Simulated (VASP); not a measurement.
# Ga2Pt (Fm-3m) in VASP: notebook

Ga2Pt is run at these levels: LDA; tasks: relaxation of cell and atoms.

All numbers are computed with VASP 6.6.1; they aren't measurements. Logs are shortened: lines on timing, memory, paths and dates and some standing lists are left out, and cuts for length are marked.

## (1) The cell of the first run

Symmetry: Fm-3m, No. 225, cubic system. The conventional cell has a = 5.911 Å, b = 5.911 Å, c = 5.911 Å, α = 90.00°, β = 90.00°, γ = 90.00°. Ga (site symmetry -43m) has 4 Pt at 2.56 Å and 6 Ga at 2.96 Å within 3.4 Å. Within 3.4 Å of Pt (site symmetry m-3m) lie 8 Ga at 2.56 Å.

## (2) Relaxation of cell and atoms, LDA, target pressure -2 GPa, at which the enthalpy is minimised

Contents of INCAR:

```
PREC = Accurate ; ENCUT = 600
EDIFF = 1E-6 ; ISMEAR = 0
SIGMA = 0.05 ; LREAL = False
LASPH = True ; NELM = 100
ALGO = Normal ; ISIF = 3
LWAVE = False ; LCHARG = False
GGA = CA ; IBRION = 2
NSW = 80 ; EDIFFG = -0.01
PSTRESS = -20.0
```

Contents of KPOINTS:

```
regular mesh
0
Gamma
  9 9 9
```

Contents of POSCAR:

```
Ga2Pt
1.0
    4.1797080000      0.0000000000      0.0000000000
    2.0898540000      3.6197333084      0.0000000000
    2.0898540000      1.2065777695      3.4127172913
Ga Pt
2 1
Direct
    0.2500000000      0.2500000000      0.2500000000
    0.7500000000      0.7500000000      0.7500000000
    0.0000000000      0.0000000000      0.0000000000
```

Potentials or basis: VASP PAW LDA potentials, release 64 (Ga_d, Pt).

Run with:

```console
> cat potpaw_LDA.64/Ga_d/POTCAR potpaw_LDA.64/Pt/POTCAR > POTCAR
> mpirun -np 1 vasp_std > vasp.out
```

OUTCAR:

```text
PREC = Accurate
   ENCUT = 600
   EDIFF = 1E-6
   ISMEAR = 0
   LREAL = False
   LASPH = True
   NELM = 100
   ISIF = 3
   GGA = CA
   IBRION = 2
   NSW = 80
   EDIFFG = -0.01
   PSTRESS = -20.0

 ion  position               nearest neighbor table
   1  0.250  0.250  0.250-   3 2.56   3 2.56   3 2.56   3 2.56
   2  0.750  0.750  0.750-   3 2.56   3 2.56   3 2.56   3 2.56
   3  0.000  0.000  0.000-   2 2.56   1 2.56   1 2.56   2 2.56   2 2.56   1 2.56   2 2.56   1 2.56

  LATTYP: Found a face centered cubic cell.
 ALAT       =     5.9109997404

  Lattice vectors:

 A1 = (   4.1797080000,   0.0000000000,   0.0000000000)
 A2 = (   2.0898540000,   3.6197333084,   0.0000000000)
 A3 = (   2.0898540000,   1.2065777695,   3.4127172913)

Analysis of symmetry for initial positions (statically):
=====================================================================
 Subroutine PRICEL returns:
 Original cell was already a primitive cell.

 Routine SETGRP: Setting up the symmetry group for a
 face centered cubic supercell.

 Subroutine GETGRP returns: Found 48 space group operations
 (whereof 48 operations were pure point group operations)
 out of a pool of 48 trial point group operations.

The static configuration has the point symmetry O_h .

Analysis of symmetry for dynamics (positions and initial velocities):
=====================================================================
 Subroutine PRICEL returns:
 Original cell was already a primitive cell.

 Routine SETGRP: Setting up the symmetry group for a
 face centered cubic supercell.

 Subroutine GETGRP returns: Found 48 space group operations
 (whereof 48 operations were pure point group operations)
 out of a pool of 48 trial point group operations.

The dynamic configuration has the point symmetry O_h .

 Subroutine INISYM returns: Found 48 space group operations
 (whereof 48 operations are pure point group operations),
 and found     1 'primitive' translations

----------------------------------------------------------------------------------------

                                     Primitive cell

  volume of cell :      51.6325

  direct lattice vectors                    reciprocal lattice vectors
[... 86 lines left out ...]
   LASPH  =      T    aspherical Exc in radial PAW
   ENCUT  =  600.0 eV  44.10 Ry    6.64 a.u.   8.35  8.35  8.35*2*pi/ulx,y,z
   NELM   =    100;   NELMIN=  2; NELMDL= -5     # of ELM steps
   EDIFF  = 0.1E-05   stopping-criterion for ELM
   LREAL  =      F    real-space projection
   EDIFFG = -.1E-01   stopping-criterion for IOM
   NSW    =     80    number of steps for IOM
   IBRION =      2    ionic relax: 0-MD 1-quasi-New 2-CG
   NFREE  =      1    steps in history (QN), initial steepest desc. (CG)
   ISIF   =      3    stress and relaxation
   ISYM   =      2    0-nonsym 1-usesym 2-fastsym
   POTIM  = 0.5000    time-step for ionic-motion
   TEBEG  =    0.0;   TEEND  =   0.0 temperature during run
   PSTRESS=  -20.0 pullay stress
   NELECT =      36.0000    total number of electrons
   NUPDOWN=      -1.0000    fix difference up-down
   EMIN   =  10.00;   EMAX   =-10.00  energy-range for DOS
   EFERMI =   0.00;   METHOD = LEGACY
   ISMEAR =     0;   SIGMA  =   0.05  broadening in eV -4-tet -1-fermi 0-gaus
   EFERMI_NEDOS =   21; number of points for ismear=-14 and -15
   IALGO  =     38    algorithm
   IMIX   =      4    mixing-type and parameters
     AMIX     =   0.40;   BMIX     =  1.00
     AMIX_MAG =   1.60;   BMIX_MAG =  1.00
  volume/ion in A,a.u.               =      17.21       116.14
  Fermi-wavevector in a.u.,A,eV,Ry     =   1.451671  2.743259 28.672200  2.107347
  Thomas-Fermi vector in A             =   2.569141
   LORBIT       =      0    0 simple, 1 ext, 2 COOP (PROOUT), +10 PAW based schemes
   GGA     = CA    functional components
   LHFCALC =     F    Hartree Fock is set to
   AEXX    =    0.0000 exact exchange contribution
   IVDW    =     0    specifies the selected vdW correction
   LEPSILON=     F    determine dielectric tensor
   LRPA    =     F    only Hartree local field effects (RPA)
 conjugate gradient relaxation of ions
 non-spin polarized calculation
 Gauss-broadening in eV      SIGMA  =   0.05
  energy-cutoff  :      600.00
  volume of cell :       51.63
 maximum number of plane-waves:      1759
 NGX is ok and might be reduce to    36
   NGX = 17   NGY = 17   NGZ = 17

--------------------------------------- Ionic step        1  -------------------------------------------

 number of electron      35.9999992 magnetization

 Free energy of the ion-electron system (eV)
  ---------------------------------------------------
  ext. energy  EPLUGINS =         0.00000000
  ---------------------------------------------------
  free energy    TOTEN  =       -16.45978065 eV

  energy without entropy =      -16.45773493  energy(sigma->0) =      -16.45875779

------------------------ aborting loop because EDIFF is reached ----------------------------------------

  FORCE on cell =-STRESS in cart. coord.  units (eV):
  Direction    XX          YY          ZZ          XY          YZ          ZX
  --------------------------------------------------------------------------------------
  -------------------------------------------------------------------------------------
  Total       -0.7927065     -0.7927065     -0.7927065     -0.0000000     -0.0000000      0.0000000
  in kB      -24.5980225    -24.5980225    -24.5980225     -0.0000000     -0.0000000      0.0000000
  external PRESSURE =      -4.5980225 kB  Pullay stress =     -20.0000000 kB
[... 65 lines left out ...]
--------------------------------------- Ionic step        3  -------------------------------------------

 number of electron      35.9999992 magnetization

 Free energy of the ion-electron system (eV)
  ---------------------------------------------------
  ext. energy  EPLUGINS =         0.00000000
  ---------------------------------------------------
  free energy    TOTEN  =       -16.46227153 eV

  energy without entropy =      -16.46021283  energy(sigma->0) =      -16.46124218

 E-fermi :   7.1173     XC(G=0): -11.9854

 val. band max:        7.1161462676   @ k =   0.4444   0.3333   0.1111
 cond. band min:       7.2728802744   @ k =  -0.4444   0.2222   0.0000
 fundamental gap:      0.1567340068
 Fermi energy:         7.1173142995

 k-point     1 :       0.0000    0.0000    0.0000
  band No.  band energies     occupation
      1      -8.0481      2.00000
      2      -8.0481      2.00000
      3      -7.9428      2.00000
      4      -7.9428      2.00000
      5      -7.9428      2.00000
      6      -7.7695      2.00000
[... 589 lines left out ...]
     21      11.3525      0.00000
     22      17.2006      0.00000

 [... further k-points ...]
[... 5 lines left out ...]
  --------------------------------------------------------------------------------------
  -------------------------------------------------------------------------------------
  Total       -0.6617084     -0.6617084     -0.6617084     -0.0000000     -0.0000000      0.0000000
  in kB      -20.6056609    -20.6056609    -20.6056609     -0.0000000     -0.0000000      0.0000000
  external PRESSURE =      -0.6056609 kB  Pullay stress =     -20.0000000 kB
[... 22 lines left out ...]
  energy  without entropy=      -16.4602128328  energy(sigma->0) =      -16.46124218

  enthalpy is  TOTEN    =       -17.1045303567 eV   P V=       -0.6422588283

 reached required accuracy - stopping structural energy minimisation
```

OSZICAR:

```text
N       E                     dE             d eps       ncg     rms          rms(c)
DAV:   1     0.274926187046E+03    0.27493E+03   -0.19695E+04  1578   0.313E+03
DAV:   2     0.106264856816E+02   -0.26430E+03   -0.25584E+03  1632   0.567E+02
DAV:   3    -0.161613601125E+02   -0.26788E+02   -0.26221E+02  1720   0.140E+02
DAV:   4    -0.169648382263E+02   -0.80348E+00   -0.79881E+00  1896   0.253E+01
[... 19 lines left out ...]
DAV:   2    -0.164631710194E+02    0.46110E-02   -0.12875E-02  1864   0.140E+00    0.178E-01
DAV:   3    -0.164625252610E+02    0.64576E-03   -0.91554E-04  2186   0.477E-01    0.859E-02
DAV:   4    -0.164622932266E+02    0.23203E-03   -0.15589E-04  2062   0.153E-01    0.207E-02
DAV:   5    -0.164622715848E+02    0.21642E-04   -0.36445E-05  1788   0.916E-02    0.312E-03
DAV:   6    -0.164622715284E+02    0.56388E-07   -0.21200E-06  1104   0.231E-02
   3 F= -.17104530E+02 E0= -.17103501E+02  d E =-.221030E-03
```

Run time: 3.3 min. Hardware: 1 thread of AMD EPYC 7R13, shared host; peak memory 0.17 GiB.

Results:

```yaml
Free_energy: -16.4623 eV
Relaxed_volume: 17.15 Å³/atom
Relaxed_cell: a = 4.175 Å, b = 4.175 Å, c = 4.175 Å, α = 60.00°, β = 60.00°, γ = 60.00°
Space_group_after_relaxing_to_0.1_Å: Fm-3m (No. 225)
Energy_change_on_relaxing_the_run_minimises_the_enthalpy: -0.8 meV/atom
Ionic_steps: 3
Pressure_after_relaxing: -2.1 GPa
Band_gap_on_the_k_mesh: zero (bands 18 and 19 overlap by 6.87 eV)
```

The path:
| step | energy change (eV) | largest force (eV/Å) | pressure (GPa) | volume (Å³) |
| --- | --- | --- | --- | --- |
| 1 | 0.0000 | 0.0000 | -2.46 | 51.63 |
| 2 | -0.0045 | 0.0000 | -1.35 | 51.26 |
| 3 | -0.0025 | 0.0000 | -2.06 | 51.45 |

Final structure:
```
Ga Pt
1.0
     4.17480    0.00000    0.00000
     2.08740    3.61548    0.00000
     2.08740    1.20516    3.40871
Ga Pt
2 1
Direct
  0.25000 0.25000 0.25000
  0.75000 0.75000 0.75000
  0.00000 0.00000 0.00000
```

Levels at points of the mesh, in eV from the Fermi level:
```csv
k point,band 14,band 15,band 16,band 17,band 18,band 19,band 20,band 21,band 22
"(0.00, 0.00, 0.00)",-5.10,-3.34,-3.34,-0.02,5.21,5.21,5.22,5.22,5.22
```

Caveat: the cell is relaxed towards a set pressure, so the run minimises the enthalpy, not the energy; spin-orbit coupling is left out, which moves the levels of the heavy elements. LDA usually gives volumes a few per cent too small.

## (3) Relaxation of cell and atoms, LDA

Contents of INCAR:

```
SYSTEM = Ga2Pt
  PREC = Accurate
  ENCUT = 600
  EDIFF = 1E-7
  ISMEAR = 0
  SIGMA = 0.05
  LREAL = .False.
  LASPH = .True.
  NELM = 80
  ALGO = Normal
  ISIF = 3
  LWAVE = .False.
  LCHARG = .False.
  IBRION = 2
  NSW = 80
  EDIFFG = -0.01
```

Contents of KPOINTS:

```
Automatic mesh
0
Gamma
  9 9 9
  0 0 0
```

POSCAR is that of step 2.

Potentials or basis: VASP PAW LDA potentials, release 64 (Ga_d, Pt).

Run with:

```console
> cat potpaw_LDA.64/Ga_d/POTCAR potpaw_LDA.64/Pt/POTCAR > POTCAR
> mpirun -np 1 vasp_std > vasp.out
```

Wall time 4 min (1 thread of AMD EPYC 7R13, shared host); peak memory 0.18 GiB.

It converged, with:

- Free energy: -16.4670 eV
- Relaxed volume: 16.90 Å³/atom
- Relaxed cell: a = 4.154 Å, b = 4.154 Å, c = 4.154 Å, α = 60.00°, β = 60.00°, γ = 60.00°
- Space group after relaxing (to 0.1 Å): Fm-3m (No. 225)
- Energy gained by relaxing: 2.4 meV/atom
- Ionic steps: 3
- Pressure after relaxing: 0.0 GPa
- Band gap on the k mesh: zero (bands 18 and 19 overlap by 6.98 eV)

The path:
```tsv
step	energy change (eV)	largest force (eV/Å)	pressure (GPa)	volume (Å³)
1	0.0000	0.0000	-2.43	51.63
2	0.0015	0.0000	2.92	49.71
3	-0.0072	0.0000	-0.03	50.70
```

Final structure:
```cif
data_structure
_symmetry_space_group_name_H-M 'P 1'
_symmetry_Int_Tables_number 1
_cell_length_a 4.1544
_cell_length_b 4.1544
_cell_length_c 4.1544
_cell_angle_alpha 60.000
_cell_angle_beta 60.000
_cell_angle_gamma 60.000
_cell_volume 50.70
loop_
_atom_site_label
_atom_site_type_symbol
_atom_site_fract_x
_atom_site_fract_y
_atom_site_fract_z
_atom_site_occupancy
Ga1 Ga 0.25000 0.25000 0.25000 1
Ga2 Ga 0.75000 0.75000 0.75000 1
Pt1 Pt 0.00000 0.00000 0.00000 1
```

Levels at points of the mesh, in eV from the Fermi level:
```csv
k point,band 14,band 15,band 16,band 17,band 18,band 19,band 20,band 21,band 22
"(0.00, 0.00, 0.00)",-5.19,-3.40,-3.40,0.05,5.27,5.27,5.27,5.27,5.27
```

Caveat: spin-orbit coupling is left out, which moves the levels of the heavy elements. LDA usually gives volumes a few per cent too small.

## (4) Relaxation of cell and atoms, LDA, target pressure 2 GPa, at which the enthalpy is minimised

Contents of INCAR:

```
  ALGO = Normal
  EDIFF = 1E-7
  EDIFFG = -0.01
  ENCUT = 600
  IBRION = 2
  ISIF = 3
  ISMEAR = 0
  LASPH = True
  LCHARG = False
  LREAL = False
  LWAVE = False
  NELM = 60
  NSW = 80
  PREC = Accurate
  PSTRESS = 20.0
  SIGMA = 0.05
```

Contents of KPOINTS:

```
k-points
0
Gamma
  9 9 9
```

POSCAR is that of step 3.

Run with:

```console
> cat potpaw_LDA.64/Ga_d/POTCAR potpaw_LDA.64/Pt/POTCAR > POTCAR
> mpirun -np 1 vasp_std > vasp.out
```

Run time: 3.7 min. Hardware: 1 thread of AMD EPYC 7R13, shared host; peak memory 0.18 GiB.

The run converged. Its results:

```yaml
Free_energy: -16.4629 eV
Relaxed_volume: 16.67 Å³/atom
Relaxed_cell: a = 4.136 Å, b = 4.136 Å, c = 4.136 Å, α = 60.00°, β = 60.00°, γ = 60.00°
Space_group_after_relaxing_to_0.1_Å: Fm-3m (No. 225)
Energy_change_on_relaxing_the_run_minimises_the_enthalpy: -1.1 meV/atom
Ionic_steps: 3
Pressure_after_relaxing: 2.0 GPa
Band_gap_on_the_k_mesh: zero (bands 18 and 19 overlap by 7.07 eV)
```

The path:
```
step  energy change (eV)  largest force (eV/Å)  pressure (GPa)  volume (Å³)
   1              0.0000                0.0000           -2.43        51.63
   2              0.0551                0.0000            8.34        48.16
   3             -0.0032                0.0000            1.97        50.02
```

Final structure:
```xyz
3
Lattice="4.1357 0.0000 0.0000 2.0679 3.5816 0.0000 2.0679 1.1939 3.3768" Properties=species:S:1:pos:R:3 pbc="T T T"
Ga    2.0679    1.1939    0.8442
Ga    6.2036    3.5816    2.5326
Pt    0.0000    0.0000    0.0000
```

Levels at points of the mesh, in eV from the Fermi level:
| k point | band 15 | band 16 | band 17 | band 18 | band 19 | band 20 | band 21 | band 22 |
| --- | --- | --- | --- | --- | --- | --- | --- | --- |
| (0.00, 0.00, 0.00) | -3.46 | -3.46 | 0.12 | 5.31 | 5.31 | 5.31 | 5.33 | 5.33 |

Caveat: the cell is relaxed towards a set pressure, so the run minimises the enthalpy, not the energy; spin-orbit coupling is left out, which moves the levels of the heavy elements. Zero-point motion and thermal expansion aren't in these numbers.

## (5) Relaxation of cell and atoms, LDA, target pressure 5 GPa, at which the enthalpy is minimised

Contents of INCAR:

```
SYSTEM = Ga2Pt
PREC = Accurate ; ENCUT = 600
EDIFF = 1E-6 ; ISMEAR = 0
SIGMA = 0.05 ; LREAL = .False.
LASPH = .True. ; NELM = 100
ALGO = Normal ; ISIF = 3
LWAVE = .False. ; LCHARG = .False.
GGA = CA ; IBRION = 2
NSW = 80 ; EDIFFG = -0.01
PSTRESS = 50.0
```

Contents of KPOINTS:

```
regular mesh
0
Gamma
  9 9 9
  0 0 0
```

POSCAR is that of step 4.

Run with:

```console
> cat potpaw_LDA.64/Ga_d/POTCAR potpaw_LDA.64/Pt/POTCAR > POTCAR
> mpirun -np 1 vasp_std > vasp.out
```

It took 4.4 min on 1 thread of AMD EPYC 7R13, shared host; peak memory 0.18 GiB.

The run converged. Its results:

- Free energy: -16.4423 eV
- Relaxed volume: 16.36 Å³/atom
- Relaxed cell: a = 4.109 Å, b = 4.109 Å, c = 4.109 Å, α = 60.00°, β = 60.00°, γ = 60.00°
- Space group after relaxing (to 0.1 Å): Fm-3m (No. 225)
- Energy change on relaxing (the run minimises the enthalpy): +5.8 meV/atom
- Ionic steps: 4
- Pressure after relaxing: 5.1 GPa
- Band gap on the k mesh: zero (bands 18 and 19 overlap by 7.21 eV)

The path:
```csv
step,energy change (eV),largest force (eV/Å),pressure (GPa),volume (Å³)
1,0.0000,0.0000,-2.46,51.63
2,0.2427,0.0000,18.50,45.87
3,0.0160,0.0000,4.89,49.12
4,0.0175,0.0000,5.07,49.07
```

Final structure:
```yaml
crystal:
  lattice:
    - [4.10927, 0.00000, 0.00000]
    - [2.05463, 3.55873, 0.00000]
    - [2.05463, 1.18624, 3.35520]
  atoms:
    - { symbol: Ga, position: [0.25000, 0.25000, 0.25000] }
    - { symbol: Ga, position: [0.75000, 0.75000, 0.75000] }
    - { symbol: Pt, position: [0.00000, 0.00000, 0.00000] }
```

Levels at points of the mesh, in eV from the Fermi level:
```
           k point  band 15  band 16  band 17  band 18  band 19  band 20  band 21  band 22
(0.00, 0.00, 0.00)    -3.55    -3.55     0.20     5.37     5.37     5.37     5.41     5.41
```

Caveat: the cell is relaxed towards a set pressure, so the run minimises the enthalpy, not the energy; spin-orbit coupling is left out, which moves the levels of the heavy elements.

[end of part 1 of 2]

The gap in the log of VASP goes by the Fermi energy; the results here count the filled bands.